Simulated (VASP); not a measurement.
# H3C2N in VASP: single point with PBE+D3(BJ)

Aim: the single point of H3C2N with PBE+D3(BJ).

All numbers are computed with VASP 6.6.1; they aren't measurements. Logs are shortened: lines on timing, memory, paths and dates and some standing lists are left out, and cuts for length are marked.

**1. The cell of the first run**

The cell holds a disordered packing, 36 atoms: a = 8.052 Å, b = 8.052 Å, c = 8.052 Å, α = 90.00°, β = 90.00°, γ = 90.00°.

**2. Single point, PBE+D3(BJ)**

File INCAR:

```
SYSTEM = H3C2N
PREC = Accurate ; ENCUT = 1000
EDIFF = 1E-6 ; ISMEAR = -1
SIGMA = 0.05 ; LREAL = Auto
LASPH = .True. ; NELM = 120
ALGO = Normal ; ISIF = 2
LWAVE = .False. ; LCHARG = .False.
GGA = PE ; IVDW = 12
NBANDS = 72 ; GGA_COMPAT = .False.
```

File KPOINTS:

```
regular mesh
0
Gamma
  1 1 1
  0 0 0
```

File POSCAR:

```
H3C2N
1.0
    8.0517480000      0.0000000000      0.0000000000
    0.0000000000      8.0517480000      0.0000000000
    0.0000000000      0.0000000000      8.0517480000
C N H
12 6 18
Direct
    0.3807664726      0.2125295652      0.3252726845
    0.4740070591      0.2874488545      0.4590274223
    0.3086285861      0.7667230179      0.4362976695
    0.3296576250      0.6645509569      0.2892909496
    0.8791377546      0.5657150630      0.4315878676
    0.8949498105      0.6516387436      0.2739587497
    0.7750465306      0.1318971004      0.8514820795
    0.6222920783      0.0714442586      0.9251071740
    0.8507355615      0.0937655515      0.3083693304
    0.7665397253     -0.0070261246      0.4310157853
    0.2302737045      0.3376338439      0.8625911015
    0.1629170981      0.2394192764      0.7269194250
    0.5482423026      0.3499388302      0.5661308910
    0.3451802566      0.5803315667      0.1729684468
    0.9087955004      0.7227102042      0.1489595628
    0.5008213896      0.0264118813      0.9889153845
    0.6932093672     -0.0873143565      0.5260979729
    0.1064903243      0.1623463865      0.6181037553
    0.3595314832      0.3068017554      0.2290186736
    0.4481308912      0.1078601635      0.2699196283
    0.2614530570      0.1691683009      0.3749316148
    0.4294943957      0.8130506667      0.4802361753
    0.2271253892      0.8726343504      0.4095553482
    0.2519720100      0.6932198243      0.5363330660
    0.8952756879      0.6543682144      0.5339965614
    0.7549532342      0.5110317796      0.4456328463
    0.9729209425      0.4670728361      0.4421815693
    0.8616937364      0.0289163811      0.8313933332
    0.7472265550      0.1915012952      0.7322274927
    0.8322556181      0.2246142482      0.9337384741
    0.8544591611      0.2235679008      0.3496092593
    0.9775609004      0.0485149328      0.2890104964
    0.7822885175      0.0838250360      0.1908209951
    0.3653118564      0.3210794318      0.8693931124
    0.2029847118      0.4701597367      0.8447353203
    0.1757920054      0.2980984265      0.9813119812
```

Potentials or basis: VASP PAW PBE potentials, release 64 (C_h, N_h, H_h).

On the command line:

```console
cat potpaw_PBE.64/C_h/POTCAR potpaw_PBE.64/N_h/POTCAR potpaw_PBE.64/H_h/POTCAR > POTCAR
mpirun -np 1 vasp_gam > vasp.out
```

OUTCAR:

```text
SYSTEM = H3C2N
   PREC = Accurate
   ENCUT = 1000
   EDIFF = 1E-6
   ISMEAR = -1
   LREAL = Auto
   LASPH = .True.
   NELM = 120
   ISIF = 2
   GGA = PE
   IVDW = 12
 IVDW          = 12

 ion  position               nearest neighbor table
   1  0.381  0.213  0.325-  20 1.10  21 1.10  19 1.10   2 1.44
   2  0.474  0.287  0.459-  13 1.16   1 1.44
   3  0.309  0.767  0.436-  23 1.10  24 1.10  22 1.10   4 1.45
   4  0.330  0.665  0.289-  14 1.16   3 1.45
   5  0.879  0.566  0.432-  25 1.10  26 1.10  27 1.10   6 1.45
   6  0.895  0.652  0.274-  15 1.16   5 1.45
   7  0.775  0.132  0.851-  28 1.10  29 1.10  30 1.10   8 1.45
   8  0.622  0.071  0.925-  16 1.16   7 1.45
   9  0.851  0.094  0.308-  32 1.10  31 1.10  33 1.10  10 1.45
  10  0.767  0.993  0.431-  17 1.16   9 1.45
  11  0.230  0.338  0.863-  34 1.10  36 1.10  35 1.10  12 1.45
  12  0.163  0.239  0.727-  18 1.17  11 1.45
  13  0.548  0.350  0.566-   2 1.16
  14  0.345  0.580  0.173-   4 1.16
  15  0.909  0.723  0.149-   6 1.16
  16  0.501  0.026  0.989-   8 1.16
  17  0.693  0.913  0.526-  10 1.16
  18  0.106  0.162  0.618-  12 1.17
[... 16 lines left out ...]
  35  0.203  0.470  0.845-  11 1.10
  36  0.176  0.298  0.981-  11 1.10

  LATTYP: Found a simple cubic cell.
 ALAT       =     8.0517480000

  Lattice vectors:

 A1 = (   8.0517480000,   0.0000000000,   0.0000000000)
 A2 = (   0.0000000000,   8.0517480000,   0.0000000000)
 A3 = (   0.0000000000,   0.0000000000,   8.0517480000)

Analysis of symmetry for initial positions (statically):
=====================================================================
 Subroutine PRICEL returns:
 Original cell was already a primitive cell.

 Routine SETGRP: Setting up the symmetry group for a
 simple cubic supercell.

 Subroutine GETGRP returns: Found  1 space group operations
 (whereof  1 operations were pure point group operations)
 out of a pool of 48 trial point group operations.

The static configuration has the point symmetry C_1 .

Analysis of symmetry for dynamics (positions and initial velocities):
=====================================================================
 Subroutine PRICEL returns:
 Original cell was already a primitive cell.

 Routine SETGRP: Setting up the symmetry group for a
 simple cubic supercell.

 Subroutine GETGRP returns: Found  1 space group operations
 (whereof  1 operations were pure point group operations)
 out of a pool of 48 trial point group operations.

The dynamic configuration has the point symmetry C_1 .

 Subroutine INISYM returns: Found  1 space group operations
 (whereof  1 operations are pure point group operations),
 and found     1 'primitive' translations

----------------------------------------------------------------------------------------

                                     Primitive cell

  volume of cell :     522.0000

  direct lattice vectors                    reciprocal lattice vectors
     8.051748000  0.000000000  0.000000000     0.124196634  0.000000000  0.000000000
     0.000000000  8.051748000  0.000000000     0.000000000  0.124196634  0.000000000
     0.000000000  0.000000000  8.051748000     0.000000000  0.000000000  0.124196634

  length of vectors
     8.051748000  8.051748000  8.051748000     0.124196634  0.124196634  0.124196634

  position of ions in fractional coordinates (direct lattice)
     0.380766473  0.212529565  0.325272684
     0.474007059  0.287448854  0.459027422
     0.308628586  0.766723018  0.436297670
     0.329657625  0.664550957  0.289290950
     0.879137755  0.565715063  0.431587868
     0.894949811  0.651638744  0.273958750
[... 28 lines left out ...]
     0.202984712  0.470159737  0.844735320
     0.175792005  0.298098426  0.981311981

  ion indices of the primitive-cell ions
   primitive index   ion index
                 1           1
                 2           2
                 3           3
                 4           4
                 5           5
                 6           6
[... 28 lines left out ...]
                35          35
                36          36

----------------------------------------------------------------------------------------

 KPOINTS: regular mesh

Automatic generation of k-mesh.
 Grid dimensions read from file:
 generate k-points for:    1    1    1

 Generating k-lattice:

  Cartesian coordinates                     Fractional coordinates (reciprocal lattice)
     0.124196634  0.000000000  0.000000000     1.000000000  0.000000000  0.000000000
     0.000000000  0.124196634  0.000000000     0.000000000  1.000000000  0.000000000
     0.000000000  0.000000000  0.124196634     0.000000000  0.000000000  1.000000000

  Length of vectors
     0.124196634  0.124196634  0.124196634

  Shift w.r.t. Gamma in fractional coordinates (k-lattice)
     0.000000000  0.000000000  0.000000000

 Subroutine IBZKPT returns following result:
 ===========================================

 Found      1 irreducible k-points:

 Following reciprocal coordinates:
            Coordinates               Weight
  0.000000  0.000000  0.000000      1.000000
   k-points           NKPTS =      1   k-points in BZ     NKDIM =      1   number of bands    NBANDS=     72
   number of dos      NEDOS =    301   number of ions     NIONS =     36
   total plane-waves  NPLWV = 592704
   dimension x,y,z NGX =    84 NGY =   84 NGZ =   84
   dimension x,y,z NGXF=   168 NGYF=  168 NGZF=  168
   ions per type =              12   6  18
   NGX,Y,Z   is equivalent  to a cutoff of  17.34, 17.34, 17.34 a.u.
   NGXF,Y,Z  is equivalent  to a cutoff of  34.69, 34.69, 34.69 a.u.
 SYSTEM =  H3C2N
   PREC   = accura    normal or accurate (medium, high low for compatibility)
   ISTART =      0    job   : 0-new  1-cont  2-samecut
   ICHARG =      2    charge: 1-file 2-atom 10-const
   ISPIN  =      1    spin polarized calculation?
   LNONCOLLINEAR =      F non collinear calculations
   LSORBIT =      F    spin-orbit coupling
   LASPH  =      T    aspherical Exc in radial PAW
   ENCUT  = 1000.0 eV  73.50 Ry    8.57 a.u.  20.76 20.76 20.76*2*pi/ulx,y,z
   NELM   =    120;   NELMIN=  2; NELMDL= -5     # of ELM steps
   EDIFF  = 0.1E-05   stopping-criterion for ELM
   LREAL  =      T    real-space projection
   EDIFFG = 0.1E-04   stopping-criterion for IOM
   NSW    =      0    number of steps for IOM
   IBRION =     -1    ionic relax: 0-MD 1-quasi-New 2-CG
   NFREE  =      0    steps in history (QN), initial steepest desc. (CG)
   ISIF   =      2    stress and relaxation
   ISYM   =      2    0-nonsym 1-usesym 2-fastsym
   POTIM  = 0.5000    time-step for ionic-motion
   TEBEG  =    0.0;   TEEND  =   0.0 temperature during run
   PSTRESS=    0.0 pullay stress
   NELECT =      96.0000    total number of electrons
   NUPDOWN=      -1.0000    fix difference up-down
   EMIN   =  10.00;   EMAX   =-10.00  energy-range for DOS
   EFERMI =   0.00;   METHOD = LEGACY
   ISMEAR =    -1;   SIGMA  =   0.05  broadening in eV -4-tet -1-fermi 0-gaus
   EFERMI_NEDOS =   21; number of points for ismear=-14 and -15
   IALGO  =     38    algorithm
   IMIX   =      4    mixing-type and parameters
     AMIX     =   0.40;   BMIX     =  1.00
     AMIX_MAG =   1.60;   BMIX_MAG =  1.00
  volume/ion in A,a.u.               =      14.50        97.85
  Fermi-wavevector in a.u.,A,eV,Ry     =   0.930983  1.759303 11.792568  0.866729
  Thomas-Fermi vector in A             =   2.057429
   LORBIT       =      0    0 simple, 1 ext, 2 COOP (PROOUT), +10 PAW based schemes
   GGA     = PE    functional components
   LHFCALC =     F    Hartree Fock is set to
   AEXX    =    0.0000 exact exchange contribution
   IVDW    =    12    specifies the selected vdW correction
   LEPSILON=     F    determine dielectric tensor
   LRPA    =     F    only Hartree local field effects (RPA)
 non-spin polarized calculation
  energy-cutoff  :     1000.00
  volume of cell :      522.00
 maximum number of plane-waves:     18765
 NGX is ok and might be reduce to    84
   NGX = 41   NGY = 41   NGZ = 41

 number of electron      96.0000000 magnetization

 Free energy of the ion-electron system (eV)
  ---------------------------------------------------
  ext. energy  EPLUGINS =         0.00000000
  ---------------------------------------------------
  free energy    TOTEN  =      -221.62804688 eV

  energy without entropy =     -221.62804688  energy(sigma->0) =     -221.62804688

 E-fermi :  -3.1926     XC(G=0):  -6.1946

 val. band max:       -4.4223183339   @ k =   0.0000   0.0000   0.0000
 cond. band min:       1.8992395257   @ k =   0.0000   0.0000   0.0000
 fundamental gap:      6.3215578596
 Fermi energy:        -3.1925621304

 k-point     1 :       0.0000    0.0000    0.0000
  band No.  band energies     occupation
      1     -19.5857      2.00000
      2     -19.5002      2.00000
      3     -19.4336      2.00000
      4     -19.2173      2.00000
      5     -19.2121      2.00000
      6     -19.1631      2.00000
[... 52 lines left out ...]
     59       3.1439      0.00000
     60       3.3352      0.00000
 [bands above 60 left out]

------------------------ aborting loop because EDIFF is reached ----------------------------------------

 Edisp (eV)   -1.67037

 E8    (eV) :    -0.4050

  FORCE on cell =-STRESS in cart. coord.  units (eV):
  Direction    XX          YY          ZZ          XY          YZ          ZX
  --------------------------------------------------------------------------------------
  -------------------------------------------------------------------------------------
  Total       0.07189    -0.51770    -0.84844    -0.12070    -0.35187    -0.35315
  in kB       0.22064    -1.58898    -2.60411    -0.37048    -1.08000    -1.08392
  external pressure =       -1.32 kB  Pullay stress =        0.00 kB

 VOLUME and BASIS-vectors are now :
 -----------------------------------------------------------------------------
  energy-cutoff  :     1000.00
  volume of cell :      522.00
      direct lattice vectors                 reciprocal lattice vectors
     8.051748000  0.000000000  0.000000000     0.124196634  0.000000000  0.000000000
     0.000000000  8.051748000  0.000000000     0.000000000  0.124196634  0.000000000
     0.000000000  0.000000000  8.051748000     0.000000000  0.000000000  0.124196634

 POSITION                                       TOTAL-FORCE (eV/Angst)
 -----------------------------------------------------------------------------------
      3.06584      1.71123      2.61901         0.020919     -0.017262      0.047490
      3.81659      2.31447      3.69597        -0.007071     -0.007801     -0.008754
      2.48500      6.17346      3.51296         0.044435     -0.057445     -0.055114
      2.65432      5.35080      2.32930        -0.007097     -0.042048     -0.008088
      7.07860      4.55500      3.47504         0.012233      0.023828     -0.059699
      7.20591      5.24683      2.20585         0.007889      0.006056      0.008975
[... 28 lines left out ...]
      1.63438      3.78561      6.80160         0.014180     -0.057397      0.021818
      1.41543      2.40021      7.90128         0.022967      0.014330     -0.079804
 -----------------------------------------------------------------------------------
    total drift:                                0.000174      0.002781      0.000168

  FREE ENERGIE OF THE ION-ELECTRON SYSTEM (eV)
  ---------------------------------------------------
  free  energy   TOTEN  =      -223.2984141956 eV

  energy  without entropy=     -223.2984141955  energy(sigma->0) =     -223.29841420
```

Run time: 1.8 min. Hardware: 1 thread of Intel Xeon 6975P-C (Granite Rapids), shared host; peak memory 1 GiB.

Results:

- Free energy: -223.2984 eV
- Pressure: -0.1 GPa
- Largest force: 0.373 eV/Å
- Band gap on the k mesh: 6.32 eV
- Dispersion energy per atom: -0.046 eV

Forces on the atoms (eV/Å):
```
C    0.021 -0.017  0.047
C   -0.007 -0.008 -0.009
C    0.044 -0.057 -0.055
C   -0.007 -0.042 -0.008
C    0.012  0.024 -0.060
C    0.008  0.006  0.009
C   -0.094 -0.040  0.014
C    0.070  0.030  0.055
C   -0.057 -0.049  0.020
C   -0.055 -0.003 -0.027
C   -0.041 -0.065 -0.075
C   -0.088 -0.043 -0.114
N   -0.025 -0.024 -0.042
N   -0.013  0.097  0.117
N   -0.001 -0.031  0.051
N   -0.017 -0.006 -0.044
N    0.098  0.070 -0.062
N    0.148  0.202  0.277
H   -0.014  0.010  0.001
H   -0.005  0.004  0.004
H    0.008  0.010 -0.023
H   -0.029 -0.021 -0.013
H    0.004  0.003 -0.002
H    0.031  0.012 -0.014
H   -0.001 -0.013 -0.008
H    0.014  0.004 -0.006
H    0.009 -0.005 -0.001
H   -0.006  0.003 -0.002
H    0.001 -0.002  0.008
H   -0.007 -0.013 -0.013
H    0.005 -0.028  0.004
H   -0.018  0.007  0.013
H    0.037  0.009  0.036
H   -0.061  0.020 -0.020
H    0.014 -0.057  0.022
H    0.023  0.014 -0.080
```

Stress tensor (GPa, compression positive):
```
 0.02 -0.04 -0.11
-0.04 -0.16 -0.11
-0.11 -0.11 -0.26
```

Levels at points of the mesh, in eV from the valence-band top:
```
           k point  band 45  band 46  band 47  band 48  band 49  band 50  band 51  band 52
(0.00, 0.00, 0.00)    -0.26    -0.20    -0.15     0.00     6.32     6.62     6.87     6.93
```

Caveat: the k points lie up to 0.78 Å⁻¹ apart.
